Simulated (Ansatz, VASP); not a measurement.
**Cs3LaF2 in VASP and in Ansatz**

Contents of INCAR:

```
ALGO = Normal ; EDIFF = 1E-6
ENCUT = 520 ; GGA = PE
ISIF = 2 ; ISMEAR = 0
LASPH = T ; LCHARG = F
LREAL = F ; LWAVE = F
NBANDS = 35 ; NELM = 100
PREC = Accurate ; SIGMA = 0.1
```

File KPOINTS:

```
k-points
0
Gamma
  4 4 4
```

The input POSCAR:

```
Cs3LaF2
1.0
    5.9216499100      0.0000000000      0.0000000000
    0.0000000000      5.9216499100      0.0000000000
    0.0000000000      0.0000000000      5.8723684300
Cs La F
3 1 2
Direct
    0.0000000000      0.5000000000      0.0000000000
    0.5000000000      0.0000000000      0.0000000000
    0.5000000000      0.5000000000      0.5000000000
    0.5000000000      0.5000000000      0.0000000000
    0.0000000000      0.0000000000      0.5000000000
    0.0000000000      0.0000000000      0.0000000000
```

Input for Ansatz:

```yaml
crystal:
  lattice:
    - [5.92164991, 0.0, 0.0]
    - [0.0, 5.92164991, 0.0]
    - [0.0, 0.0, 5.87236843]
  atoms:
    - { symbol: Cs, position: [0.0, 0.5, 0.0] }
    - { symbol: Cs, position: [0.5, 0.0, 0.0] }
    - { symbol: Cs, position: [0.5, 0.5, 0.5] }
    - { symbol: La, position: [0.5, 0.5, 0.0] }
    - { symbol: F, position: [0.0, 0.0, 0.5] }
    - { symbol: F, position: [0.0, 0.0, 0.0] }
basis:
  ecutwfc: 420
kpoints:
  mp_grid: { grid: [4, 4, 4] }
hamiltonian:
  xc: pbe
scf:
  occupations: { method: gaussian, width: 0.1 }
  lower_state_search: "off"
output:
  forces: true
  stress: true
  eigenvalues: true
```

Alike in both runs: task single point; functional PBE; k mesh 4 × 4 × 4; occupations gaussian, width 0.1 eV; no spin polarisation.

|  | VASP | Ansatz |
| --- | --- | --- |
| version | VASP 6.6.1 | Ansatz 0.2.0 |
| potentials or method | VASP PAW PBE potentials, release 64 (Cs_sv, La, F), cutoff 520 eV | scalar-relativistic, plane waves, PAW |
| valence electrons in the cell | 52 | 52 |

|  | VASP | Ansatz | Ansatz less VASP |
| --- | --- | --- | --- |
| gap on the k mesh at the Fermi level (eV) | none | none | - |
| pressure (GPa) | 4.1 | 4.0 | -0.16 |
| traceless stress, the component that is largest in VASP (GPa) | 4.11 | 4.08 | -0.030 |

A gap of «none» marks a metal or a gap that the smearing closes.

Neither program's run includes spin-orbit coupling.
